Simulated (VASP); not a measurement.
The system is PbS.

```
Pb S
1.0
     5.95558    0.00000    0.00000
     0.00000    2.96854    2.96854
     0.00000   -2.96854    2.96854
Pb S
2 2
Direct
  0.74989 0.26052 0.76052
  0.25011 0.76052 0.26052
  0.74966 0.76048 0.26048
  0.25034 0.26048 0.76048
```

Base run:

```yaml
Program: VASP 6.6.1
Functional: r2SCAN
Dispersion: rVV10
Potentials_or_basis: VASP PAW PBE potentials, release 64 (Pb_d, S)
Cutoff: 520 eV
k_mesh: 4 × 6 × 6
Occupations: fermi-dirac, width 0.02 eV
Spin: no spin polarisation
```

Its results: band gap on the k mesh 0.60 eV; pressure 0.1 GPa.

**Question.** The run is repeated on the same cell with these changes: dispersion from rVV10 to none; occupations from fermi-dirac, width 0.02 eV to gaussian, width 0.01 eV. What comes out?

**Answer.** Band gap on the k mesh 0.64 eV; pressure 1.0 GPa.

Caveats: the PAW data sets were made with another functional, which shifts forces and pressure a little; spin-orbit coupling is left out, which moves the levels of the heavy elements.

A k mesh can miss the band edges.
